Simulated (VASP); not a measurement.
A run of VASP 6.6.1 is set up as follows.

The input INCAR:

```
ALGO     = Fast           # electronic algorithm
EDIFF    = 1E-6           # SCF threshold, eV
ENCUT    = 520            # plane-wave cutoff, eV
GGA      = CA             # functional
ISIF     = 2              # what is computed and relaxed
ISMEAR   = -1             # smearing method
ISPIN    = 2              # spin polarisation
LASPH    = True           # aspherical terms in the spheres
LCHARG   = False          # write CHGCAR
LMAXMIX  = 4              # l up to which the mixer works
LORBIT   = 11             # projections on sites
LREAL    = False          # projectors in reciprocal space
LWAVE    = False          # write WAVECAR
MAGMOM   = 1              # initial moments
NBANDS   = 15             # bands
NELM     = 150            # most SCF steps
PREC     = Accurate       # precision mode
SIGMA    = 0.05           # smearing width, eV
```

Contents of KPOINTS:

```
k-points
0
Gamma
  13 13 13
```

File POSCAR:

```
Ni
1.0
    0.0000000000      1.7604383569      1.7604383569
    1.7604383569      0.0000000000      1.7604383569
    1.7604383569      1.7604383569      0.0000000000
Ni
1
Direct
    0.0000000000      0.0000000000      0.0000000000
```

Potentials or basis: VASP PAW LDA potentials, release 64 (Ni).

Run with:

```bash
$ cat potpaw_LDA.64/Ni/POTCAR > POTCAR
$ mpirun -np 1 vasp_std > vasp.out
```

Q: What does it give for the site moments?

A: Ni +0.62 μB.

Q: Estimate the net moment.

A: 0.62 μB per cell.

Q: Estimate the pressure.

A: -17.4 GPa.
